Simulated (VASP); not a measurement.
# TaN (P6_3mc) in VASP: single point with PBE

Aim: the single point of TaN with PBE.

Program: VASP 6.6.1. These are calculated values, not measurements. Logs are shortened: lines on timing, memory, paths and dates and some standing lists are left out, and cuts for length are marked.

### Step 1. The cell of the first run

The structure is hexagonal, space group P6_3mc (No. 186). Conventional cell: a = 3.050 Å, b = 3.050 Å, c = 4.940 Å, α = 90.00°, β = 90.00°, γ = 120.00°. Ta (site symmetry 3m) has 4 N at 1.81 to 1.88 Å within 2.4 Å. N (site symmetry 3m) has 4 Ta at 1.81 to 1.88 Å within 2.4 Å.

### Step 2. Single point, PBE, collinear spin

The input, INCAR:

```
PREC = Accurate
ENCUT = 520
EDIFF = 1E-6
ISMEAR = -1
SIGMA = 0.02
LREAL = False
LASPH = True
NELM = 150
ALGO = Normal
ISIF = 2
LWAVE = False
LCHARG = False
ISPIN = 2
MAGMOM = 2 2 0 0
LORBIT = 11
LMAXMIX = 4
GGA = PE
NBANDS = 28
```

The input, KPOINTS:

```
Automatic mesh
0
Gamma
  10 10 6
```

The input, POSCAR:

```
TaN
1.0
    3.0500010905      0.0000000000      0.0000000000
   -1.5250005453      2.6413784260      0.0000000000
    0.0000000000      0.0000000000      4.9400000000
Ta N
2 2
Direct
    0.3333333333      0.6666666667      0.0089676056
    0.6666666667      0.3333333333      0.5089676056
    0.3333333333      0.6666666667      0.3760323944
    0.6666666667      0.3333333333      0.8760323944
```

Potentials or basis: VASP PAW PBE potentials, release 64 (Ta_pv, N).

Started as:

```console
$ cat potpaw_PBE.64/Ta_pv/POTCAR potpaw_PBE.64/N/POTCAR > POTCAR
$ mpirun -np 1 vasp_std > vasp.out
```

OUTCAR:

```text
PREC = Accurate
   ENCUT = 520
   EDIFF = 1E-6
   ISMEAR = -1
   LREAL = False
   LASPH = True
   NELM = 150
   ISIF = 2
   ISPIN = 2
   LORBIT = 11
   GGA = PE

 ion  position               nearest neighbor table
   1  0.333  0.667  0.009-   3 1.81   4 1.88   4 1.88   4 1.88   2 3.03   2 3.03   2 3.03   2 3.03
                             2 3.03   2 3.03
   2  0.667  0.333  0.509-   4 1.81   3 1.88   3 1.88   3 1.88   1 3.03   1 3.03   1 3.03   1 3.03
                             1 3.03   1 3.03
   3  0.333  0.667  0.376-   1 1.81   2 1.88   2 1.88   2 1.88
   4  0.667  0.333  0.876-   2 1.81   1 1.88   1 1.88   1 1.88

  LATTYP: Found a hexagonal cell.
 ALAT       =     3.0500010905
 C/A-ratio  =     1.6196715520

  Lattice vectors:

 A1 = (   3.0500010905,   0.0000000000,   0.0000000000)
 A2 = (  -1.5250005453,   2.6413784260,   0.0000000000)
 A3 = (   0.0000000000,   0.0000000000,   4.9400000000)

Analysis of symmetry for initial positions (statically):
=====================================================================
 Subroutine PRICEL returns:
 Original cell was already a primitive cell.

 Routine SETGRP: Setting up the symmetry group for a
 hexagonal supercell.

 Subroutine GETGRP returns: Found 12 space group operations
 (whereof  6 operations were pure point group operations)
 out of a pool of 24 trial point group operations.

The static configuration has the point symmetry C_3v.
 The point group associated with its full space group is C_6v.

Analysis of symmetry for dynamics (positions and initial velocities):
=====================================================================
 Subroutine PRICEL returns:
 Original cell was already a primitive cell.

 Routine SETGRP: Setting up the symmetry group for a
 hexagonal supercell.

 Subroutine GETGRP returns: Found 12 space group operations
 (whereof  6 operations were pure point group operations)
 out of a pool of 24 trial point group operations.

The dynamic configuration has the point symmetry C_3v.
 The point group associated with its full space group is C_6v.

Analysis of structural, dynamic, and magnetic symmetry:
=====================================================================
 Subroutine PRICEL returns:
 Original cell was already a primitive cell.

 Routine SETGRP: Setting up the symmetry group for a
 hexagonal supercell.

 Subroutine GETGRP returns: Found 12 space group operations
 (whereof  6 operations were pure point group operations)
 out of a pool of 24 trial point group operations.

[... 132 lines left out ...]
   AEXX    =    0.0000 exact exchange contribution
   IVDW    =     0    specifies the selected vdW correction
   LEPSILON=     F    determine dielectric tensor
   LRPA    =     F    only Hartree local field effects (RPA)
 spin polarized calculation
  energy-cutoff  :      520.00
  volume of cell :       39.80
 maximum number of plane-waves:      1093
 NGX is ok and might be reduce to    24
   NGX = 11   NGY = 11   NGZ = 19

 number of electron      32.0000004 magnetization       0.0000728

 number of electron      32.0000004 magnetization      -0.0000210

 Free energy of the ion-electron system (eV)
  ---------------------------------------------------
  ext. energy  EPLUGINS =         0.00000000
  ---------------------------------------------------
  free energy    TOTEN  =       -37.91133407 eV

  energy without entropy =      -37.90903678  energy(sigma->0) =      -37.91018543

 E-fermi :   9.6840     XC(G=0): -13.5455

 val. band max:        9.6831680706   @ k =   0.1000   0.1000   0.0000
 cond. band min:       9.7114017640   @ k =   0.3000  -0.0000   0.1667
 fundamental gap:      0.0282336934
 Fermi energy:         9.6839740908

 spin component 1

 k-point     1 :       0.0000    0.0000    0.0000
  band No.  band energies     occupation
      1     -26.5377      1.00000
      2     -25.1964      1.00000
      3     -25.1964      1.00000
      4     -25.1135      1.00000
      5     -24.9949      1.00000
      6     -24.9949      1.00000
[... 733 lines left out ...]
     27      23.3225      0.00000
     28      23.4709      0.00000

 [... further k-points ...]

 spin component 2

 k-point     1 :       0.0000    0.0000    0.0000
  band No.  band energies     occupation
      1     -26.5378      1.00000
      2     -25.1964      1.00000
      3     -25.1964      1.00000
      4     -25.1135      1.00000
      5     -24.9950      1.00000
      6     -24.9950      1.00000
[... 733 lines left out ...]
     27      23.3236      0.00000
     28      23.4699      0.00000

 [... further k-points ...]

------------------------ aborting loop because EDIFF is reached ----------------------------------------

  FORCE on cell =-STRESS in cart. coord.  units (eV):
  Direction    XX          YY          ZZ          XY          YZ          ZX
  --------------------------------------------------------------------------------------
  -------------------------------------------------------------------------------------
  Total       31.9378444     31.9378444     40.7701563     -0.0000000      0.0000000      0.0000000
  in kB     1285.7561584   1285.7561585   1641.3280388     -0.0000000      0.0000000      0.0000000
  external PRESSURE =    1404.2801186 kB  Pullay stress =       0.0000000 kB

 VOLUME and BASIS-vectors are now :
 -----------------------------------------------------------------------------
  energy-cutoff  :      520.00
  volume of cell :       39.80
      direct lattice vectors                 reciprocal lattice vectors
     3.050001090  0.000000000  0.000000000     0.327868735  0.189295103  0.000000000
    -1.525000545  2.641378426  0.000000000     0.000000000  0.378590205  0.000000000
     0.000000000  0.000000000  4.940000000     0.000000000  0.000000000  0.202429150

 POSITION                                       TOTAL-FORCE (eV/Angst)
 -----------------------------------------------------------------------------------
     -0.00000      1.76092      0.04430         0.000000     -0.000000     -0.065347
      1.52500      0.88046      2.51430        -0.000000      0.000000     -0.065347
     -0.00000      1.76092      1.85760        -0.000000      0.000000      0.065347
      1.52500      0.88046      4.32760         0.000000      0.000000      0.065347
 -----------------------------------------------------------------------------------
    total drift:                               -0.000000     -0.000000     -0.000114

  FREE ENERGIE OF THE ION-ELECTRON SYSTEM (eV)
  ---------------------------------------------------
  free  energy   TOTEN  =       -37.9113340749 eV

  energy  without entropy=      -37.9090367838  energy(sigma->0) =      -37.91018543

 total charge

# of ion       s       p       d       tot
------------------------------------------
    1        0.406   6.412   2.996   9.814
    2        0.406   6.412   2.996   9.814
    3        1.298   2.762   0.000   4.060
    4        1.298   2.762   0.000   4.060
--------------------------------------------------
tot          3.408  18.349   5.991  27.749

 magnetization (x)

# of ion       s       p       d       tot
------------------------------------------
    1       -0.000  -0.000  -0.000  -0.000
    2       -0.000  -0.000  -0.000  -0.000
    3        0.000  -0.000   0.000  -0.000
    4        0.000  -0.000   0.000  -0.000
--------------------------------------------------
tot          0.000  -0.000  -0.000  -0.000
```

stdout:

```text
POSCAR found type information on POSCAR TaN
 POSCAR found :  2 types and       4 ions
 scaLAPACK will be used
 LDA part: xc-table for (Slater+PW92), standard interpolation
 POSCAR, INCAR and KPOINTS ok, starting setup
 FFT: planning ... GRIDC
 FFT: planning ... GRID_SOFT
 FFT: planning ... GRID
 WAVECAR not read
 entering main loop
```

Wall time 3.8 min (1 thread of AMD EPYC, shared host); peak memory 0.2 GiB.

Results:

```
Free energy                                           : -37.9113 eV
Pressure                                              : 140.4 GPa
Largest force                                         : 0.065 eV/Å
Band gap on the k mesh                                : zero (filled and empty bands overlap)
Net moment                                            : 0.00 μB per cell
Valence electrons inside the program's atomic spheres : Ta 9.81; N 4.06
```

Forces in eV/Å, atoms in the order of the input:
```
Ta   0.000  0.000 -0.065
Ta   0.000  0.000 -0.065
N    0.000  0.000  0.065
N    0.000  0.000  0.065
```

Stress tensor (GPa, compression positive):
```
128.58   0.00   0.00
  0.00 128.58   0.00
  0.00   0.00 164.13
```

Caveat: the cell stands under pressure; spin-orbit coupling is left out, which moves the levels of the heavy elements.
